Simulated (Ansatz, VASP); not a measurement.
# Hf in VASP and in Ansatz

The input INCAR:

```
ALGO     = Normal         # electronic algorithm
EDIFF    = 1E-6           # SCF threshold, eV
ENCUT    = 500            # plane-wave cutoff, eV
GGA      = PE             # functional
GGA_COMPAT= F            
ISIF     = 2              # what is computed and relaxed
ISMEAR   = 0              # smearing method
LASPH    = T              # aspherical terms in the spheres
LCHARG   = F              # write CHGCAR
LREAL    = F              # projectors in reciprocal space
LWAVE    = F              # write WAVECAR
NBANDS   = 17             # bands
NELM     = 120            # most SCF steps
PREC     = Accurate       # precision mode
SIGMA    = 0.15           # smearing width, eV
```

File KPOINTS:

```
k-points
0
Gamma
  18 18 10
```

The input POSCAR:

```
Hf
1.0
    3.0926000000      0.0000000000      0.0000000000
   -1.5463000000      2.6782701638      0.0000000000
    0.0000000000      0.0000000000      4.6623000000
Hf
2
Direct
    0.3333333333      0.6666666667      0.2500000000
    0.6666666667      0.3333333333      0.7500000000
```

Input for Ansatz:

```yaml
crystal:
  lattice:
    - [3.0926, 0.0, 0.0]
    - [-1.5463, 2.6782701638, 0.0]
    - [0.0, 0.0, 4.6623]
  atoms:
    - { symbol: Hf, position: [0.3333333333, 0.6666666667, 0.25] }
    - { symbol: Hf, position: [0.6666666667, 0.3333333333, 0.75] }
basis:
  ecutwfc: 420
kpoints:
  mp_grid: { grid: [18, 18, 10] }
hamiltonian:
  xc: pbe
scf:
  occupations: { method: gaussian, width: 0.15 }
output:
  forces: true
  stress: true
  eigenvalues: true
```

Alike in both runs: task single point; functional PBE; k mesh 18 × 18 × 10; occupations gaussian, width 0.15 eV; no spin polarisation.

|  | VASP | Ansatz |
| --- | --- | --- |
| version | VASP 6.6.1 | Ansatz 0.2.0 |
| potentials or method | VASP PAW PBE potentials, release 64 (Hf_pv), cutoff 500 eV | scalar-relativistic, plane waves, PAW |
| valence electrons in the cell | 20 | 52 |

Ansatz gave:

| Item | Value |
| --- | --- |
| gap on the k mesh at the Fermi level (eV) | none |
| pressure (GPa) | 22.0 |
| traceless stress, the component that is largest in VASP (GPa) | 6.14 |

Q: Estimate VASP's values.

A: gap on the k mesh at the Fermi level (eV): none; pressure (GPa): 21.5; traceless stress, the component that is largest in VASP (GPa): 6.04.

A gap of «none» marks a metal or a gap that the smearing closes. VASP's potentials hold 20 valence electrons a cell and Ansatz's 52, so a difference there can come from the potentials and not from the codes.

Spin-orbit coupling is off throughout.
